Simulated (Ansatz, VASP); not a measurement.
# HgRu: VASP beside Ansatz

```
Hg Ru
1.0
     0.00000    2.70669    2.70669
     2.70669    0.00000    2.70669
     2.70669    2.70669    0.00000
Hg Ru
1 1
Direct
  0.00000 0.00000 0.00000
  0.50000 0.50000 0.50000
```

Change from the starting cell: species swapped into the SnTe type (Fm-3m, No. 225).

Alike in both runs: functional PBE; k mesh 18 × 18 × 18; occupations gaussian, width 0.1 eV; no spin polarisation.

Ansatz relaxed the structure, and its values are those at the end. VASP's run is a single point on that final structure, the one shown.

|  | VASP | Ansatz |
| --- | --- | --- |
| version | VASP 6.6.1 | Ansatz 0.2.0 |
| potentials or method | VASP PAW PBE potentials, release 64 (Hg, Ru_pv), cutoff 520 eV | scalar-relativistic, plane waves, PAW |
| valence electrons in the cell | 26 | 36 |

Ansatz gave:

```
gap on the k mesh at the Fermi level (eV) : none
pressure (GPa)                            : 0.0
```

Task: Estimate VASP's values.

Result: gap on the k mesh at the Fermi level (eV): none; pressure (GPa): 0.9.

A gap of «none» marks a metal or a gap that the smearing closes. With one functional, cell and mesh, what is left measures potentials, basis and numerics. VASP's potentials hold 26 valence electrons a cell and Ansatz's 36, so a difference there can come from the potentials and not from the codes.

Neither program's run includes spin-orbit coupling.
